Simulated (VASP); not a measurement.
The system is TiNb2As3.

```
Ti Nb As
1.0
     5.92820    0.00000    0.00000
    -2.96410    5.13397    0.00000
     0.00000    0.00000    3.59140
Ti Nb As
1 2 3
Direct
  0.00000 0.00000 0.00000
  0.33333 0.66667 0.00000
  0.66667 0.33333 0.00000
  0.50000 0.00000 0.50000
  0.50000 0.50000 0.50000
  0.00000 0.50000 0.50000
```

* Program: VASP 6.6.1
* Task: relaxation of cell and atoms
* Functional: PBE
* Potentials or basis: VASP PAW PBE potentials, release 64 (Ti_sv, Nb_sv, As)
* Cutoff: 500 eV
* k mesh: 3 × 3 × 6
* Occupations: gaussian, width 0.1 eV
* Spin: no spin polarisation

At the start: pressure 14.8 GPa; volume 18.22 Å³/atom.

Q: How do energy, volume and symmetry change on relaxing?

A: Over 10 steps the energy falls by 156.8 meV/atom and the volume is 18.98 Å³/atom (+4.2 %); space group P6/mmm (No. 191, to 0.05 Å).

Step by step:
```tsv
step	energy change (eV)	largest force (eV/Å)	pressure (GPa)	volume (Å³)
1	0.0000	0.0000	14.77	109.31
2	0.1808	0.0000	-12.52	137.90
3	-0.5655	0.0000	-1.27	121.47
4	-0.5660	0.0000	-0.96	121.14
5	-0.6601	0.0000	-1.23	120.13
6	-0.7932	0.0000	-1.39	118.43
7	-0.9381	0.0000	-0.91	114.64
8	-0.9379	0.0000	-0.97	114.79
9	-0.9215	0.0000	2.65	111.50
10	-0.9407	0.0000	-0.01	113.86
```

Final structure:
```xyz
6
Lattice="5.6534 0.0000 0.0000 -2.8267 4.8960 0.0000 0.0000 0.0000 4.1138" Properties=species:S:1:pos:R:3 pbc="T T T"
Ti    0.0000    0.0000    0.0000
Nb    0.0000    3.2640    0.0000
Nb    2.8267    1.6320    0.0000
As    2.8267    0.0000    2.0569
As    1.4133    2.4480    2.0569
As   -1.4133    2.4480    2.0569
```

Caveat: the k points lie up to 0.43 Å⁻¹ apart in the final cell.
